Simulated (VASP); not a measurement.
Wanted: the native input for a VASP 6.6.1 run.

| Item | Value |
| --- | --- |
| Task | electric field gradients |
| Functional | r2SCAN |
| Potentials or basis | VASP PAW PBE potentials, release 64 (N) |
| Cutoff | 520 eV |
| k mesh | 16 × 16 × 15 |
| Occupations | fermi-dirac, width 0.05 eV |
| Spin | no spin polarisation |
| Dipole correction | no |
| Further INCAR settings | ALGO = Normal; EDIFF = 1e-08; NBANDS = 12 |

The system is N.

```xyz
2
Lattice="2.5195 0.0000 0.0000 -1.2597 2.1819 0.0000 0.0000 0.0000 2.4460" Properties=species:S:1:pos:R:3 pbc="T T T"
N     1.2597    0.7273    0.6115
N     0.0566    1.5112    1.8345
```

This cell differs from its parent crystal: atom 2 (N) moved by [0.056569, 0.056569, 0.0] A.

These files were run (other wordings do the same):

POSCAR

```
N
1.0
    2.5194737886      0.0000000000      0.0000000000
   -1.2597368943      2.1819283051      0.0000000000
    0.0000000000      0.0000000000      2.4460020000
N
2
Direct
    0.6666666667      0.3333333333      0.2500000000
    0.3687491125      0.6925928164      0.7500000000
```

INCAR.step1

```
SYSTEM = N
PREC = Accurate ; ENCUT = 520
ISMEAR = -1 ; SIGMA = 0.05
LREAL = .FALSE. ; LASPH = .TRUE.
NELM = 100 ; NBANDS = 12
GGA = PE ; ALGO = Normal
EDIFF = 1E-4 ; LWAVE = .TRUE.
LCHARG = .FALSE.
```

INCAR.step2

```
SYSTEM = N
PREC = Accurate ; ENCUT = 520
EDIFF = 1E-8 ; ISMEAR = -1
SIGMA = 0.05 ; LREAL = .FALSE.
LASPH = .TRUE. ; NELM = 100
ALGO = Normal ; ISIF = 2
LWAVE = .FALSE. ; LCHARG = .FALSE.
METAGGA = R2SCAN ; LMIXTAU = .TRUE.
LEFG = .TRUE. ; NBANDS = 12
ISTART = 1
```

KPOINTS

```
Automatic mesh
0
G
  16 16 15
  0 0 0
```

Potentials or basis: VASP PAW PBE potentials, release 64 (N).

Run with:

```sh
$ cat potpaw_PBE.64/N/POTCAR > POTCAR
$ cp INCAR.step1 INCAR
$ mpirun -np 1 vasp_std > vasp.out
$ cp INCAR.step2 INCAR
$ mpirun -np 1 vasp_std > vasp.out
```

It gave:

```json
{
 "Pressure": "6.3 GPa",
 "Largest force": "0.288 eV/Å",
 "Band gap on the k mesh": "zero (band 5 reaches 7.96 eV, above the bottom of band 6 at 3.63 eV)"
}
```

Caveat: the cell differs from its parent crystal (atom 2 (N) moved by [0.056569, 0.056569, 0.0] A); without QUAD_EFG the Cq values of the log hold for a quadrupole moment of 1 mb, not for the nuclei; the PAW data sets were made with another functional, which shifts forces and pressure a little.

Wall time 7.2 min on 1 thread of Intel(R) Xeon(R) Platinum 8259CL CPU @ 2.50GHz (Skylake/Cascade Lake) (shared host), peak memory 0.23 GiB.
